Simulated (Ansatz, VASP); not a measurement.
One calculation of ZnO, two programs

Contents of INCAR:

```
ALGO     = Normal         # electronic algorithm
EDIFF    = 1E-6           # SCF threshold, eV
ENCUT    = 520            # plane-wave cutoff, eV
GGA      = CA             # functional
ISIF     = 2              # what is computed and relaxed
ISMEAR   = 0              # smearing method
LASPH    = True           # aspherical terms in the spheres
LCHARG   = True           # write CHGCAR
LELF     = True           # ELF
LREAL    = False          # projectors in reciprocal space
LVHAR    = True         
LWAVE    = False          # write WAVECAR
NBANDS   = 26             # bands
NELM     = 60             # most SCF steps
PREC     = Accurate       # precision mode
SIGMA    = 0.05           # smearing width, eV
```

File KPOINTS:

```
k-points
0
Gamma
  9 9 4
```

Contents of POSCAR:

```
ZnO
1.0
    3.2879671587      0.0000000000      0.0000000000
   -1.6439835793      2.8474630862      0.0000000000
    0.0000000000      0.0000000000      7.2373979702
Zn O
2 2
Direct
    0.0000000000      0.0000000000      0.7500000000
    0.0000000000      0.0000000000      0.2500000000
    0.3333333333      0.6666666667      0.2500000000
    0.6666666667      0.3333333333      0.7500000000
```

Input for Ansatz:

```yaml
crystal:
  lattice:
    - [3.2879671587, 0.0, 0.0]
    - [-1.6439835793, 2.8474630862, 0.0]
    - [0.0, 0.0, 7.2373979702]
  atoms:
    - { symbol: Zn, position: [0.0, 0.0, 0.75] }
    - { symbol: Zn, position: [0.0, 0.0, 0.25] }
    - { symbol: O, position: [0.3333333333, 0.6666666667, 0.25] }
    - { symbol: O, position: [0.6666666667, 0.3333333333, 0.75] }
basis:
  ecutwfc: 420
kpoints:
  mp_grid: { grid: [9, 9, 4] }
hamiltonian:
  xc: lda
scf:
  occupations: { method: gaussian, width: 0.05 }
output:
  forces: true
  stress: true
  eigenvalues: true
```

Change from the starting cell: strain +0.000 along x and y, +0.015 along z, atoms carried along.

Alike in both runs: task single point; functional LDA; k mesh 9 × 9 × 4; occupations gaussian, width 0.05 eV; no spin polarisation.

```csv
,VASP,Ansatz
version,VASP 6.6.1,Ansatz 0.2.0
potentials or method,"VASP PAW LDA potentials, release 64 (Zn, O), cutoff 520 eV","scalar-relativistic, plane waves, PAW"
valence electrons in the cell,36,36
```

```csv
,VASP,Ansatz,Ansatz less VASP
gap on the k mesh at the Fermi level (eV),0.78,0.76,-0.012
least direct gap on the mesh (eV),0.78,0.76,-0.012
pressure (GPa),-7.3,-8.1,-0.74
"traceless stress, the component that is largest in VASP (GPa)",5.56,6.38,+0.818
```

LDA's correlation is that of Perdew and Zunger in VASP and of Perdew and Wang (1992) in Ansatz.
